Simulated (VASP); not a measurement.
# Al3C2 (P-3m1) in VASP: notebook

The runs below take Al3C2 through single point, relaxation of cell and atoms, with PBE.

Everything below comes from runs of VASP 6.6.1. Logs are shortened: lines on timing, memory, paths and dates and some standing lists are left out, and cuts for length are marked.

## Step 1: The cell of the first run

Symmetry: P-3m1, No. 164, trigonal system. Conventional cell: a = 4.470 Å, b = 4.470 Å, c = 4.892 Å, α = 90.00°, β = 90.00°, γ = 120.00°. Within 2.1 Å of Al (site symmetry 2/m) lie 2 C at 1.59 Å. C (site symmetry 3m) has 3 Al at 1.59 Å within 2.1 Å.

The cell was generated, and may not be a known phase.

## Step 2: Single point, PBE

The input, INCAR:

```
SYSTEM = Al3C2
ALGO = Normal
EDIFF = 1E-7
ENCUT = 520
GGA = PE
ISIF = 2
ISMEAR = 0
LASPH = .True.
LCHARG = .False.
LREAL = .False.
LWAVE = .False.
NBANDS = 16
NELM = 80
PREC = Accurate
SIGMA = 0.1
```

The input, KPOINTS:

```
k-points
0
Gamma
  6 6 4
  0 0 0
```

The input, POSCAR:

```
Al3C2
1.0
    4.4697779200      0.0000000000      0.0000000000
   -2.2348889600      3.8709412300      0.0000000000
    0.0000000000      0.0000000000      4.8919965200
Al C
3 2
Direct
    0.5000000000      0.0000000000      0.5000000000
    0.0000000000      0.5000000000      0.5000000000
    0.5000000000      0.5000000000      0.5000000000
    0.3333333300      0.6666666700      0.6901043000
    0.6666666700      0.3333333300      0.3098957000
```

Potentials or basis: VASP PAW PBE potentials, release 64 (Al, C).

Launch:

```sh
> cat potpaw_PBE.64/Al/POTCAR potpaw_PBE.64/C/POTCAR > POTCAR
> mpirun -np 1 vasp_std > vasp.out
```

OUTCAR:

```text
SYSTEM = Al3C2
   EDIFF = 1E-7
   ENCUT = 520
   GGA = PE
   ISIF = 2
   ISMEAR = 0
   LASPH = .True.
   LREAL = .False.
   NELM = 80
   PREC = Accurate

 ion  position               nearest neighbor table
   1  0.500  0.000  0.500-   4 1.59   5 1.59   2 2.23   3 2.23   3 2.23   2 2.23
   2  0.000  0.500  0.500-   4 1.59   5 1.59   3 2.23   3 2.23   1 2.23   1 2.23
   3  0.500  0.500  0.500-   4 1.59   5 1.59   2 2.23   2 2.23   1 2.23   1 2.23
   4  0.333  0.667  0.690-   2 1.59   1 1.59   3 1.59
   5  0.667  0.333  0.310-   2 1.59   1 1.59   3 1.59

  LATTYP: Found a hexagonal cell.
 ALAT       =     4.4697779200
 C/A-ratio  =     1.0944607557

  Lattice vectors:

 A1 = (   4.4697779200,   0.0000000000,   0.0000000000)
 A2 = (  -2.2348889600,   3.8709412300,   0.0000000000)
 A3 = (   0.0000000000,   0.0000000000,   4.8919965200)

Analysis of symmetry for initial positions (statically):
=====================================================================
 Subroutine PRICEL returns:
 Original cell was already a primitive cell.

 Routine SETGRP: Setting up the symmetry group for a
 hexagonal supercell.

 Subroutine GETGRP returns: Found 12 space group operations
 (whereof 12 operations were pure point group operations)
 out of a pool of 24 trial point group operations.

The static configuration has the point symmetry D_3d.

Analysis of symmetry for dynamics (positions and initial velocities):
=====================================================================
 Subroutine PRICEL returns:
 Original cell was already a primitive cell.

 Routine SETGRP: Setting up the symmetry group for a
 hexagonal supercell.

 Subroutine GETGRP returns: Found 12 space group operations
 (whereof 12 operations were pure point group operations)
 out of a pool of 24 trial point group operations.

The dynamic configuration has the point symmetry D_3d.

 Subroutine INISYM returns: Found 12 space group operations
 (whereof 12 operations are pure point group operations),
 and found     1 'primitive' translations

----------------------------------------------------------------------------------------

                                     Primitive cell

  volume of cell :      84.6425

  direct lattice vectors                    reciprocal lattice vectors
     4.469777920  0.000000000  0.000000000     0.223724762  0.129167551  0.000000000
    -2.234888960  3.870941230  0.000000000     0.000000000  0.258335103  0.000000000
     0.000000000  0.000000000  4.891996520     0.000000000  0.000000000  0.204415517

  length of vectors
     4.469777920  4.469777922  4.891996520     0.258335103  0.258335103  0.204415517

  position of ions in fractional coordinates (direct lattice)
     0.500000000  0.000000000  0.500000000
     0.000000000  0.500000000  0.500000000
     0.500000000  0.500000000  0.500000000
     0.333333330  0.666666670  0.690104300
     0.666666670  0.333333330  0.309895700

  ion indices of the primitive-cell ions
   primitive index   ion index
                 1           1
                 2           2
                 3           3
                 4           4
                 5           5

----------------------------------------------------------------------------------------

 KPOINTS: k-points

Automatic generation of k-mesh.
 Grid dimensions read from file:
 generate k-points for:    6    6    4

 Generating k-lattice:

  Cartesian coordinates                     Fractional coordinates (reciprocal lattice)
     0.037287460  0.021527925  0.000000000     0.166666667  0.000000000  0.000000000
     0.000000000  0.043055850  0.000000000     0.000000000  0.166666667  0.000000000
     0.000000000  0.000000000  0.051103879     0.000000000  0.000000000  0.250000000

  Length of vectors
     0.043055850  0.043055850  0.051103879

  Shift w.r.t. Gamma in fractional coordinates (k-lattice)
     0.000000000  0.000000000  0.000000000

 Subroutine IBZKPT returns following result:
 ===========================================

 Found     24 irreducible k-points:

 Following reciprocal coordinates:
            Coordinates               Weight
  0.000000  0.000000  0.000000      1.000000
  0.166667  0.000000  0.000000      6.000000
  0.333333 -0.000000  0.000000      6.000000
  0.500000  0.000000  0.000000      3.000000
  0.166667  0.166667  0.000000      6.000000
  0.333333  0.166667  0.000000     12.000000
[... 16 lines left out ...]
  0.333333  0.166667  0.500000     12.000000
  0.333333  0.333333  0.500000      2.000000
   k-points           NKPTS =     24   k-points in BZ     NKDIM =     24   number of bands    NBANDS=     16
   number of dos      NEDOS =    301   number of ions     NIONS =      5
   total plane-waves  NPLWV =  46656
   dimension x,y,z NGX =    36 NGY =   36 NGZ =   36
   dimension x,y,z NGXF=    72 NGYF=   72 NGZF=   72
   ions per type =               3   2
   NGX,Y,Z   is equivalent  to a cutoff of  13.39, 13.39, 12.23 a.u.
   NGXF,Y,Z  is equivalent  to a cutoff of  26.78, 26.78, 24.47 a.u.
 SYSTEM =  Al3C2
   PREC   = accura    normal or accurate (medium, high low for compatibility)
   ISTART =      0    job   : 0-new  1-cont  2-samecut
   ICHARG =      2    charge: 1-file 2-atom 10-const
   ISPIN  =      1    spin polarized calculation?
   LNONCOLLINEAR =      F non collinear calculations
   LSORBIT =      F    spin-orbit coupling
   LASPH  =      T    aspherical Exc in radial PAW
   ENCUT  =  520.0 eV  38.22 Ry    6.18 a.u.   8.31  8.31  9.10*2*pi/ulx,y,z
   NELM   =     80;   NELMIN=  2; NELMDL= -5     # of ELM steps
   EDIFF  = 0.1E-06   stopping-criterion for ELM
   LREAL  =      F    real-space projection
   EDIFFG = 0.1E-05   stopping-criterion for IOM
   NSW    =      0    number of steps for IOM
   IBRION =     -1    ionic relax: 0-MD 1-quasi-New 2-CG
   NFREE  =      0    steps in history (QN), initial steepest desc. (CG)
   ISIF   =      2    stress and relaxation
   ISYM   =      2    0-nonsym 1-usesym 2-fastsym
   POTIM  = 0.5000    time-step for ionic-motion
   TEBEG  =    0.0;   TEEND  =   0.0 temperature during run
   PSTRESS=    0.0 pullay stress
   NELECT =      17.0000    total number of electrons
   NUPDOWN=      -1.0000    fix difference up-down
   EMIN   =  10.00;   EMAX   =-10.00  energy-range for DOS
   EFERMI =   0.00;   METHOD = LEGACY
   ISMEAR =     0;   SIGMA  =   0.10  broadening in eV -4-tet -1-fermi 0-gaus
   EFERMI_NEDOS =   21; number of points for ismear=-14 and -15
   IALGO  =     38    algorithm
   IMIX   =      4    mixing-type and parameters
     AMIX     =   0.40;   BMIX     =  1.00
     AMIX_MAG =   1.60;   BMIX_MAG =  1.00
  volume/ion in A,a.u.               =      16.93       114.24
  Fermi-wavevector in a.u.,A,eV,Ry     =   0.958727  1.811731 12.505894  0.919157
  Thomas-Fermi vector in A             =   2.087860
   LORBIT       =      0    0 simple, 1 ext, 2 COOP (PROOUT), +10 PAW based schemes
   GGA     = PE    functional components
   LHFCALC =     F    Hartree Fock is set to
   AEXX    =    0.0000 exact exchange contribution
   IVDW    =     0    specifies the selected vdW correction
   LEPSILON=     F    determine dielectric tensor
   LRPA    =     F    only Hartree local field effects (RPA)
 non-spin polarized calculation
 Gauss-broadening in eV      SIGMA  =   0.10
  energy-cutoff  :      520.00
  volume of cell :       84.64
 maximum number of plane-waves:      2298
 NGX is ok and might be reduce to    36
   NGX = 17   NGY = 17   NGZ = 19

 number of electron      17.0000000 magnetization

 Free energy of the ion-electron system (eV)
  ---------------------------------------------------
  ext. energy  EPLUGINS =         0.00000000
  ---------------------------------------------------
  free energy    TOTEN  =       -12.93198200 eV

  energy without entropy =      -12.92045165  energy(sigma->0) =      -12.92621682

 E-fermi :   4.5250     XC(G=0):  -8.3003

 val. band max:        4.5246862546   @ k =   0.0000   0.3333   0.2500
 cond. band min:       4.5403654446   @ k =   0.3333  -0.0000   0.5000
 fundamental gap:      0.0156791900
 Fermi energy:         4.5250370079

 k-point     1 :       0.0000    0.0000    0.0000
  band No.  band energies     occupation
      1     -10.8708      2.00000
      2      -8.0308      2.00000
      3      -0.8162      2.00000
      4      -0.8162      2.00000
      5      -0.5857      2.00000
      6       0.1525      2.00000
[... 8 lines left out ...]
     15       9.6071      0.00000
     16      12.3376      0.00000

 k-point     2 :       0.1667    0.0000    0.0000
  band No.  band energies     occupation
      1     -10.7143      2.00000
      2      -8.2067      2.00000
      3      -1.4667      2.00000
      4      -1.1693      2.00000
      5      -0.4627      2.00000
      6       0.1519      2.00000
[... 8 lines left out ...]
     15       9.7941      0.00000
     16      11.9984      0.00000

 k-point     3 :       0.3333   -0.0000    0.0000
  band No.  band energies     occupation
      1     -10.2966      2.00000
      2      -8.6703      2.00000
      3      -2.1652      2.00000
      4      -1.5963      2.00000
      5      -0.6435      2.00000
      6       0.3143      2.00000
[... 8 lines left out ...]
     15      10.3197      0.00000
     16      11.2914      0.00000

 k-point     4 :       0.5000    0.0000    0.0000
  band No.  band energies     occupation
      1      -9.9391      2.00000
      2      -9.0544      2.00000
      3      -2.4423      2.00000
      4      -1.7574      2.00000
      5      -0.5929      2.00000
      6       0.1989      2.00000
[... 8 lines left out ...]
     15      10.9158      0.00000
     16      11.3690      0.00000
[... 324 lines left out ...]
 k-point    22 :       0.1667    0.1667    0.5000
  band No.  band energies     occupation
      1     -10.3678      2.00000
      2      -8.5429      2.00000
      3      -1.9649      2.00000
      4      -1.9634      2.00000
      5      -0.5077      2.00000
      6      -0.1768      2.00000
[... 8 lines left out ...]
     15      10.5375      0.00000
     16      11.5453      0.00000

 k-point    23 :       0.3333    0.1667    0.5000
  band No.  band energies     occupation
      1      -9.9089      2.00000
      2      -9.0140      2.00000
      3      -2.5905      2.00000
      4      -1.7972      2.00000
      5      -1.0294      2.00000
      6       0.2050      2.00000
[... 8 lines left out ...]
     15      11.7506      0.00000
     16      12.2760      0.00000

 k-point    24 :       0.3333    0.3333    0.5000
  band No.  band energies     occupation
      1      -9.4598      2.00000
      2      -9.4598      2.00000
      3      -2.8412      2.00000
      4      -1.4773      2.00000
      5      -1.4773      2.00000
      6       0.5894      2.00000
[... 8 lines left out ...]
     15      12.7414      0.00000
     16      12.8342      0.00000

------------------------ aborting loop because EDIFF is reached ----------------------------------------

  FORCE on cell =-STRESS in cart. coord.  units (eV):
  Direction    XX          YY          ZZ          XY          YZ          ZX
  --------------------------------------------------------------------------------------
  -------------------------------------------------------------------------------------
  Total       50.6170318     50.6170318     24.9360787     -0.0000000      0.0000000      0.0000000
  in kB      958.1171051    958.1171061    472.0087816     -0.0000000      0.0000000      0.0000000
  external PRESSURE =     796.0809976 kB  Pullay stress =       0.0000000 kB

 VOLUME and BASIS-vectors are now :
 -----------------------------------------------------------------------------
  energy-cutoff  :      520.00
  volume of cell :       84.64
      direct lattice vectors                 reciprocal lattice vectors
     4.469777920  0.000000000  0.000000000     0.223724762  0.129167551  0.000000000
    -2.234888960  3.870941230  0.000000000     0.000000000  0.258335103  0.000000000
     0.000000000  0.000000000  4.891996520     0.000000000  0.000000000  0.204415517

 POSITION                                       TOTAL-FORCE (eV/Angst)
 -----------------------------------------------------------------------------------
      2.23489      0.00000      2.44600         0.000000      0.000000      0.000000
     -1.11744      1.93547      2.44600         0.000000      0.000000      0.000000
      1.11744      1.93547      2.44600         0.000000      0.000000      0.000000
     -0.00000      2.58063      3.37599         0.000000      0.000000     13.658236
      2.23489      1.29031      1.51601        -0.000000     -0.000000    -13.658236
 -----------------------------------------------------------------------------------
    total drift:                                0.000000      0.000000     -0.000000

  FREE ENERGIE OF THE ION-ELECTRON SYSTEM (eV)
  ---------------------------------------------------
  free  energy   TOTEN  =       -12.9319819985 eV

  energy  without entropy=      -12.9204516456  energy(sigma->0) =      -12.92621682
```

Wall time 16 s (1 thread of Intel Xeon 6975P-C (Granite Rapids), shared host); peak memory 0.21 GiB.

What came out:

| Property | Result |
| --- | --- |
| Free energy | -12.9320 eV |
| Pressure | 79.6 GPa |
| Largest force | 13.658 eV/Å |
| Band gap on the k mesh | zero (an odd number of electrons rules out a gap without spin polarisation) |

Forces on the atoms (eV/Å):
```
Al    0.000   0.000   0.000
Al    0.000   0.000   0.000
Al    0.000   0.000   0.000
C     0.000   0.000  13.658
C     0.000   0.000 -13.658
```

Caveat: the stress differs along the axes, from 47 to 96 GPa; forces of over 1 eV/Å act on the atoms, so gaps and moduli don't describe the material at rest.

## Step 3: Relaxation of cell and atoms, PBE

The input, INCAR:

```
  PREC = Accurate
  ENCUT = 600
  EDIFF = 1E-7
  ISMEAR = 0
  SIGMA = 0.1
  LREAL = False
  LASPH = True
  NELM = 100
  ALGO = Normal
  ISIF = 3
  LWAVE = False
  LCHARG = False
  GGA = PE
  IBRION = 2
  NSW = 90
  EDIFFG = -0.04
```

The input, KPOINTS:

```
regular mesh
0
Gamma
  6 6 4
```

POSCAR is that of step 2.

Potentials or basis: VASP PAW PBE potentials, release 64 (Al, C).

Launch:

```sh
> cat potpaw_PBE.64/Al/POTCAR potpaw_PBE.64/C/POTCAR > POTCAR
> mpirun -np 1 vasp_std > vasp.out
```

Wall time 7.9 min (1 thread of Intel Xeon 6975P-C (Granite Rapids), shared host); peak memory 0.23 GiB.

The run converged. Its results:

```yaml
Free_energy: -27.2065 eV
Relaxed_volume: 14.18 Å³/atom
Relaxed_cell: a = 5.331 Å, b = 5.331 Å, c = 2.881 Å, α = 90.00°, β = 90.00°, γ = 120.00°
Space_group_after_relaxing_to_0.1_Å: P6/mmm (No. 191)
Pressure_after_relaxing: 0.0 GPa
Largest_force_after_relaxing: 0.027 eV/Å
Band_gap_on_the_k_mesh: zero (an odd number of electrons rules out a gap without spin polarisation)
```

Forces on the atoms (eV/Å):
```
Al   0.000  0.000  0.000
Al   0.000  0.000  0.000
Al   0.000  0.000  0.000
C    0.000  0.000  0.027
C    0.000  0.000 -0.027
```

Stress tensor (GPa, compression positive):
```
 0.09  0.00  0.00
 0.00  0.09  0.00
 0.00  0.00 -0.09
```

Final structure:
```yaml
crystal:
  lattice:
    - [5.33099, 0.00000, 0.00000]
    - [-2.66550, 4.61678, 0.00000]
    - [0.00000, 0.00000, 2.88140]
  atoms:
    - { symbol: Al, position: [0.50000, 0.00000, 0.50000] }
    - { symbol: Al, position: [0.00000, 0.50000, 0.50000] }
    - { symbol: Al, position: [0.50000, 0.50000, 0.50000] }
    - { symbol: C, position: [0.33333, 0.66667, 0.99878] }
    - { symbol: C, position: [0.66667, 0.33333, 0.00122] }
```

Levels at points of the mesh, in eV from the Fermi level:
```tsv
k point	band 4	band 5	band 6	band 7	band 8	band 9	band 10	band 11	band 12
(0.00, 0.00, 0.00)	-6.49	-4.03	-4.03	-1.04	-1.03	-0.23	3.43	3.43	5.03
(0.50, 0.00, 0.00)	-6.28	-3.46	-2.39	-0.78	-0.52	0.25	1.97	2.43	4.22
(0.00, 0.00, 0.50)	-6.47	-4.17	-4.17	-1.33	-1.33	0.68	0.68	0.87	0.87
(0.50, 0.00, 0.50)	-7.42	-4.49	-3.49	-1.51	-1.29	-0.79	-0.50	2.67	4.07
```

Caveat: the volume moved by over 15 % at a fixed basis, so the end points are rough.

The gap in the log of VASP goes by the Fermi energy; the results here count the filled bands.